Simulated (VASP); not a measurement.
# SrAl4Bi (F-43m) in VASP: a series of runs

The runs below take SrAl4Bi through single point, relaxation of cell and atoms, with PBE.

All numbers are computed with VASP 6.6.1; they aren't measurements. Logs are shortened: lines on timing, memory, paths and dates and some standing lists are left out, and cuts for length are marked.

### 1 The cell of the first run

Symmetry: F-43m, No. 216, cubic system. Conventional cell: a = 8.175 Å, b = 8.175 Å, c = 8.175 Å, α = 90.00°, β = 90.00°, γ = 90.00°. Sr (site symmetry -43m) has 12 Al at 3.39 Å and 4 Bi at 3.54 Å within 4.5 Å. Within 3.8 Å of Al (site symmetry 3m) lie 6 Al at 2.89 Å and 3 Bi at 3.39 Å and 3 Sr at 3.39 Å. Bi (site symmetry -43m) has 12 Al at 3.39 Å and 4 Sr at 3.54 Å within 4.5 Å.

### 2 Single point, PBE

File INCAR:

```
SYSTEM = SrAl4Bi
PREC = Accurate
ENCUT = 520
EDIFF = 1E-7
ISMEAR = 0
SIGMA = 0.1
LREAL = .False.
LASPH = .True.
NELM = 80
ALGO = Fast
ISIF = 2
LWAVE = .False.
LCHARG = .False.
GGA = PE
NBANDS = 28
```

File KPOINTS:

```
Automatic mesh
0
Gamma
  4 4 4
  0 0 0
```

File POSCAR:

```
SrAl4Bi
1.0
    0.0000000000      4.0874986006      4.0874986006
    4.0874986006      0.0000000000      4.0874986006
    4.0874986006      4.0874986006      0.0000000000
Sr Al Bi
1 4 1
Direct
    0.0000000000      0.0000000000      0.0000000000
    0.3750955774      0.8747132678      0.3750955774
    0.3750955774      0.3750955774      0.8747132678
    0.3750955774      0.3750955774      0.3750955774
    0.8747132678      0.3750955774      0.3750955774
    0.7500000000      0.7500000000      0.7500000000
```

Potentials or basis: VASP PAW PBE potentials, release 64 (Sr_sv, Al, Bi_d).

Run with:

```console
> cat potpaw_PBE.64/Sr_sv/POTCAR potpaw_PBE.64/Al/POTCAR potpaw_PBE.64/Bi_d/POTCAR > POTCAR
> mpirun -np 1 vasp_std > vasp.out
```

OUTCAR:

```text
SYSTEM = SrAl4Bi
   PREC = Accurate
   ENCUT = 520
   EDIFF = 1E-7
   ISMEAR = 0
   LREAL = .False.
   LASPH = .True.
   NELM = 80
   ISIF = 2
   GGA = PE

 ion  position               nearest neighbor table
   1  0.000  0.000  0.000-   2 3.39   5 3.39   3 3.39   5 3.39   2 3.39   3 3.39   4 3.39   4 3.39
                             4 3.39   2 3.39   3 3.39   5 3.39   6 3.54   6 3.54   6 3.54   6 3.54
   2  0.375  0.875  0.375-   3 2.89   4 2.89   5 2.89   3 2.89   4 2.89   5 2.89   6 3.39   6 3.39
                             6 3.39   1 3.39   1 3.39   1 3.39
   3  0.375  0.375  0.875-   2 2.89   4 2.89   5 2.89   4 2.89   2 2.89   5 2.89   6 3.39   6 3.39
                             6 3.39   1 3.39   1 3.39   1 3.39
   4  0.375  0.375  0.375-   2 2.89   3 2.89   5 2.89   3 2.89   2 2.89   5 2.89   6 3.39   6 3.39
                             6 3.39   1 3.39   1 3.39   1 3.39
   5  0.875  0.375  0.375-   2 2.89   3 2.89   4 2.89   4 2.89   3 2.89   2 2.89   6 3.39   6 3.39
                             6 3.39   1 3.39   1 3.39   1 3.39
   6  0.750  0.750  0.750-   3 3.39   2 3.39   5 3.39   4 3.39   4 3.39   4 3.39   2 3.39   2 3.39
                             5 3.39   3 3.39   3 3.39   5 3.39   1 3.54   1 3.54   1 3.54   1 3.54

  LATTYP: Found a face centered cubic cell.
 ALAT       =     8.1749972012

  Lattice vectors:

 A1 = (   0.0000000000,   4.0874986006,   4.0874986006)
 A2 = (   4.0874986006,   0.0000000000,   4.0874986006)
 A3 = (   4.0874986006,   4.0874986006,   0.0000000000)

Analysis of symmetry for initial positions (statically):
=====================================================================
 Subroutine PRICEL returns:
 Original cell was already a primitive cell.

 Routine SETGRP: Setting up the symmetry group for a
 face centered cubic supercell.

 Subroutine GETGRP returns: Found 24 space group operations
 (whereof 24 operations were pure point group operations)
 out of a pool of 48 trial point group operations.

The static configuration has the point symmetry T_d .

Analysis of symmetry for dynamics (positions and initial velocities):
=====================================================================
 Subroutine PRICEL returns:
 Original cell was already a primitive cell.

 Routine SETGRP: Setting up the symmetry group for a
 face centered cubic supercell.

 Subroutine GETGRP returns: Found 24 space group operations
 (whereof 24 operations were pure point group operations)
 out of a pool of 48 trial point group operations.

The dynamic configuration has the point symmetry T_d .

 Subroutine INISYM returns: Found 24 space group operations
 (whereof 24 operations are pure point group operations),
 and found     1 'primitive' translations

----------------------------------------------------------------------------------------

                                     Primitive cell

  volume of cell :     136.5849

  direct lattice vectors                    reciprocal lattice vectors
     0.000000000  4.087498601  4.087498601    -0.122324201  0.122324201  0.122324201
     4.087498601  0.000000000  4.087498601     0.122324201 -0.122324201  0.122324201
     4.087498601  4.087498601  0.000000000     0.122324201  0.122324201 -0.122324201

  length of vectors
     5.780595957  5.780595957  5.780595957     0.211871731  0.211871731  0.211871731

  position of ions in fractional coordinates (direct lattice)
     0.000000000  0.000000000  0.000000000
     0.375095577  0.874713268  0.375095577
     0.375095577  0.375095577  0.874713268
     0.375095577  0.375095577  0.375095577
     0.874713268  0.375095577  0.375095577
     0.750000000  0.750000000  0.750000000

  ion indices of the primitive-cell ions
   primitive index   ion index
                 1           1
                 2           2
                 3           3
                 4           4
                 5           5
                 6           6

----------------------------------------------------------------------------------------

 KPOINTS: Automatic mesh

Automatic generation of k-mesh.
 Grid dimensions read from file:
 generate k-points for:    4    4    4

 Generating k-lattice:

  Cartesian coordinates                     Fractional coordinates (reciprocal lattice)
    -0.030581050  0.030581050  0.030581050     0.250000000  0.000000000  0.000000000
     0.030581050 -0.030581050  0.030581050     0.000000000  0.250000000  0.000000000
     0.030581050  0.030581050 -0.030581050     0.000000000  0.000000000  0.250000000

  Length of vectors
     0.052967933  0.052967933  0.052967933

  Shift w.r.t. Gamma in fractional coordinates (k-lattice)
     0.000000000  0.000000000  0.000000000

 Subroutine IBZKPT returns following result:
 ===========================================

 Found      8 irreducible k-points:

 Following reciprocal coordinates:
            Coordinates               Weight
  0.000000  0.000000  0.000000      1.000000
  0.250000  0.000000  0.000000      8.000000
  0.500000  0.000000  0.000000      4.000000
  0.250000  0.250000  0.000000      6.000000
  0.500000  0.250000  0.000000     24.000000
 -0.250000  0.250000  0.000000     12.000000
  0.500000  0.500000  0.000000      3.000000
 -0.250000  0.500000  0.250000      6.000000
   k-points           NKPTS =      8   k-points in BZ     NKDIM =      8   number of bands    NBANDS=     28
   number of dos      NEDOS =    301   number of ions     NIONS =      6
   total plane-waves  NPLWV = 110592
   dimension x,y,z NGX =    48 NGY =   48 NGZ =   48
   dimension x,y,z NGXF=    96 NGYF=   96 NGZF=   96
   ions per type =               1   4   1
   NGX,Y,Z   is equivalent  to a cutoff of  13.80, 13.80, 13.80 a.u.
   NGXF,Y,Z  is equivalent  to a cutoff of  27.61, 27.61, 27.61 a.u.
 SYSTEM =  SrAl4Bi
   PREC   = accura    normal or accurate (medium, high low for compatibility)
   ISTART =      0    job   : 0-new  1-cont  2-samecut
   ICHARG =      2    charge: 1-file 2-atom 10-const
   ISPIN  =      1    spin polarized calculation?
   LNONCOLLINEAR =      F non collinear calculations
   LSORBIT =      F    spin-orbit coupling
   LASPH  =      T    aspherical Exc in radial PAW
   ENCUT  =  520.0 eV  38.22 Ry    6.18 a.u.  10.75 10.75 10.75*2*pi/ulx,y,z
   NELM   =     80;   NELMIN=  2; NELMDL= -5     # of ELM steps
   EDIFF  = 0.1E-06   stopping-criterion for ELM
   LREAL  =      F    real-space projection
   EDIFFG = 0.1E-05   stopping-criterion for IOM
   NSW    =      0    number of steps for IOM
   IBRION =     -1    ionic relax: 0-MD 1-quasi-New 2-CG
   NFREE  =      0    steps in history (QN), initial steepest desc. (CG)
   ISIF   =      2    stress and relaxation
   ISYM   =      2    0-nonsym 1-usesym 2-fastsym
   POTIM  = 0.5000    time-step for ionic-motion
   TEBEG  =    0.0;   TEEND  =   0.0 temperature during run
   PSTRESS=    0.0 pullay stress
   NELECT =      37.0000    total number of electrons
   NUPDOWN=      -1.0000    fix difference up-down
   EMIN   =  10.00;   EMAX   =-10.00  energy-range for DOS
   EFERMI =   0.00;   METHOD = LEGACY
   ISMEAR =     0;   SIGMA  =   0.10  broadening in eV -4-tet -1-fermi 0-gaus
   EFERMI_NEDOS =   21; number of points for ismear=-14 and -15
   IALGO  =     68    algorithm
   IMIX   =      4    mixing-type and parameters
     AMIX     =   0.40;   BMIX     =  1.00
     AMIX_MAG =   1.60;   BMIX_MAG =  1.00
  volume/ion in A,a.u.               =      22.76       153.62
  Fermi-wavevector in a.u.,A,eV,Ry     =   1.059273  2.001735 15.266536  1.122059
  Thomas-Fermi vector in A             =   2.194612
   LORBIT       =      0    0 simple, 1 ext, 2 COOP (PROOUT), +10 PAW based schemes
   GGA     = PE    functional components
   LHFCALC =     F    Hartree Fock is set to
   AEXX    =    0.0000 exact exchange contribution
   IVDW    =     0    specifies the selected vdW correction
   LEPSILON=     F    determine dielectric tensor
   LRPA    =     F    only Hartree local field effects (RPA)
 non-spin polarized calculation
 RMM-DIIS sequential band-by-band and
 Gauss-broadening in eV      SIGMA  =   0.10
  energy-cutoff  :      520.00
  volume of cell :      136.58
 maximum number of plane-waves:      3708
 NGX is ok and might be reduce to    48
   NGX = 21   NGY = 21   NGZ = 21

 number of electron      37.0000003 magnetization

 Free energy of the ion-electron system (eV)
  ---------------------------------------------------
  ext. energy  EPLUGINS =         0.00000000
  ---------------------------------------------------
  free energy    TOTEN  =       -20.77892496 eV

  energy without entropy =      -20.76448571  energy(sigma->0) =      -20.77170534

 E-fermi :   6.3642     XC(G=0):  -9.7972

 val. band max:        6.3609560699   @ k =   0.5000   0.0000   0.0000
 cond. band min:       6.4424650711   @ k =   0.5000   0.5000   0.0000
 fundamental gap:      0.0815090013
 Fermi energy:         6.3641771129

 k-point     1 :       0.0000    0.0000    0.0000
  band No.  band energies     occupation
      1     -28.7484      2.00000
      2     -16.7430      2.00000
      3     -16.7430      2.00000
      4     -16.7430      2.00000
      5     -16.7296      2.00000
      6     -16.7296      2.00000
[... 20 lines left out ...]
     27      12.1782      0.00000
     28      12.6246      0.00000

 k-point     2 :       0.2500    0.0000    0.0000
  band No.  band energies     occupation
      1     -28.7482      2.00000
      2     -16.7427      2.00000
      3     -16.7427      2.00000
      4     -16.7421      2.00000
      5     -16.7296      2.00000
      6     -16.7296      2.00000
[... 20 lines left out ...]
     27      11.6999      0.00000
     28      12.4931      0.00000

 k-point     3 :       0.5000    0.0000    0.0000
  band No.  band energies     occupation
      1     -28.7481      2.00000
      2     -16.7423      2.00000
      3     -16.7423      2.00000
      4     -16.7413      2.00000
      5     -16.7296      2.00000
      6     -16.7296      2.00000
[... 120 lines left out ...]
      3     -16.7416      2.00000
      4     -16.7415      2.00000
      5     -16.7301      2.00000
      6     -16.7292      2.00000
[... 20 lines left out ...]
     27       9.5691      0.00000
     28      11.8688      0.00000

 k-point     8 :      -0.2500    0.5000    0.2500
  band No.  band energies     occupation
      1     -28.7480      2.00000
      2     -16.7423      2.00000
      3     -16.7416      2.00000
      4     -16.7409      2.00000
      5     -16.7299      2.00000
      6     -16.7294      2.00000
[... 20 lines left out ...]
     27      10.8213      0.00000
     28      10.8720      0.00000

------------------------ aborting loop because EDIFF is reached ----------------------------------------

  FORCE on cell =-STRESS in cart. coord.  units (eV):
  Direction    XX          YY          ZZ          XY          YZ          ZX
  --------------------------------------------------------------------------------------
  -------------------------------------------------------------------------------------
  Total        0.3225536      0.3225536      0.3225536      0.0000000      0.0000000      0.0000000
  in kB        3.7836382      3.7836382      3.7836382      0.0000000      0.0000000      0.0000000
  external PRESSURE =       3.7836382 kB  Pullay stress =       0.0000000 kB

 VOLUME and BASIS-vectors are now :
 -----------------------------------------------------------------------------
  energy-cutoff  :      520.00
  volume of cell :      136.58
      direct lattice vectors                 reciprocal lattice vectors
     0.000000000  4.087498601  4.087498601    -0.122324201  0.122324201  0.122324201
     4.087498601  0.000000000  4.087498601     0.122324201 -0.122324201  0.122324201
     4.087498601  4.087498601  0.000000000     0.122324201  0.122324201 -0.122324201

 POSITION                                       TOTAL-FORCE (eV/Angst)
 -----------------------------------------------------------------------------------
      0.00000      0.00000      0.00000         0.000000      0.000000     -0.000000
      5.10859      3.06641      5.10859        -0.008106      0.008106     -0.008106
      5.10859      5.10859      3.06641        -0.008106     -0.008106      0.008106
      3.06641      3.06641      3.06641         0.008106      0.008106      0.008106
      3.06641      5.10859      5.10859         0.008106     -0.008106     -0.008106
      6.13125      6.13125      6.13125         0.000000      0.000000     -0.000000
 -----------------------------------------------------------------------------------
    total drift:                               -0.000000     -0.000000      0.000000

  FREE ENERGIE OF THE ION-ELECTRON SYSTEM (eV)
  ---------------------------------------------------
  free  energy   TOTEN  =       -20.7789249627 eV

  energy  without entropy=      -20.7644857103  energy(sigma->0) =      -20.77170534
```

Wall time 64 s (1 thread of AMD EPYC 9R45 (Zen 5), shared host); peak memory 0.3 GiB.

Results:

* Free energy: -20.7789 eV
* Pressure: 0.4 GPa
* Largest force: 0.014 eV/Å
* Band gap on the k mesh: zero (an odd number of electrons rules out a gap without spin polarisation)

Forces on the atoms (eV/Å):
```
Sr   0.000  0.000  0.000
Al  -0.008  0.008 -0.008
Al  -0.008 -0.008  0.008
Al   0.008  0.008  0.008
Al   0.008 -0.008 -0.008
Bi   0.000  0.000  0.000
```

Levels at points of the mesh, in eV from the Fermi level:
```
           k point  band 17  band 18  band 19  band 20  band 21  band 22
(0.00, 0.00, 0.00)    -2.39    -2.39    -1.02    -1.02     0.42     0.42
(0.50, 0.00, 0.00)    -2.59     0.00     0.00     0.10     1.92     1.92
(0.50, 0.50, 0.00)     0.08     0.08     0.50     1.21     1.58     1.76
```

Caveat: spin-orbit coupling is left out, which moves the levels of the heavy elements.

### 3 Relaxation of cell and atoms, PBE

This run uses another cell than the first one, of 19.44 Å³/atom.

File INCAR:

```
  ALGO = Fast
  EDIFF = 1E-6
  EDIFFG = -0.04
  ENCUT = 600
  GGA = PE
  IBRION = 2
  ISIF = 3
  ISMEAR = 0
  LASPH = True
  LCHARG = False
  LREAL = False
  LWAVE = False
  NELM = 100
  NSW = 90
  PREC = Accurate
  SIGMA = 0.1
```

File KPOINTS:

```
k-points
0
Gamma
  4 4 4
```

File POSCAR:

```
SrAl4Bi
1.0
    0.0000000000      3.8777669550      3.8777669550
    3.8777669550      0.0000000000      3.8777669550
    3.8777669550      3.8777669550      0.0000000000
Sr Al Bi
1 4 1
Direct
    0.0000000000      0.0000000000      0.0000000000
    0.3750000000      0.8750000000      0.3750000000
    0.3750000000      0.3750000000      0.8750000000
    0.3750000000      0.3750000000      0.3750000000
    0.8750000000      0.3750000000      0.3750000000
    0.7500000000      0.7500000000      0.7500000000
```

Potentials or basis: VASP PAW PBE potentials, release 64 (Sr_sv, Al, Bi_d).

Run with:

```console
> cat potpaw_PBE.64/Sr_sv/POTCAR potpaw_PBE.64/Al/POTCAR potpaw_PBE.64/Bi_d/POTCAR > POTCAR
> mpirun -np 1 vasp_std > vasp.out
```

Wall time 2.3 min (1 thread of AMD EPYC 9R45 (Zen 5), shared host); peak memory 0.32 GiB.

The run converged. Its results:

```yaml
Free_energy: -20.7778 eV
Relaxed_volume: 22.89 Å³/atom
Relaxed_cell: a = 5.791 Å, b = 5.791 Å, c = 5.791 Å, α = 60.00°, β = 60.00°, γ = 60.00°
Space_group_after_relaxing_to_0.1_Å: F-43m (No. 216)
Energy_gained_by_relaxing: 118.4 meV/atom
Ionic_steps: 3
Pressure_after_relaxing: 0.1 GPa
Band_gap_on_the_k_mesh: zero (an odd number of electrons rules out a gap without spin polarisation)
```

The path:
```tsv
step	energy change (eV)	largest force (eV/Å)	pressure (GPa)	volume (Å³)
1	0.0000	0.0063	12.67	116.62
2	-0.6580	0.0393	-2.30	144.54
3	-0.7105	0.0249	0.07	137.35
```

Final structure:
```
CELL_PARAMETERS angstrom
0.00000 4.09515 4.09515
4.09515 0.00000 4.09515
4.09515 4.09515 0.00000
ATOMIC_POSITIONS crystal
Sr 0.00000 0.00000 0.00000
Al 0.37502 0.87495 0.37502
Al 0.37502 0.37502 0.87495
Al 0.37502 0.37502 0.37502
Al 0.87495 0.37502 0.37502
Bi 0.75000 0.75000 0.75000
```

Levels at points of the mesh, in eV from the Fermi level:
```csv
k point,band 15,band 16,band 17,band 18,band 19,band 20,band 21,band 22
"(0.00, 0.00, 0.00)",-3.55,-2.38,-2.38,-2.38,-1.01,-1.01,0.41,0.41
"(0.50, 0.00, 0.00)",-2.89,-2.58,-2.58,0.00,0.00,0.10,1.91,1.91
"(0.50, 0.50, 0.00)",-3.15,-0.51,0.07,0.07,0.50,1.21,1.57,1.80
```

Caveat: the volume moved by over 15 % at a fixed basis, so the end points are rough; spin-orbit coupling is left out, which moves the levels of the heavy elements.

The gap in the log of VASP goes by the Fermi energy; the results here count the filled bands.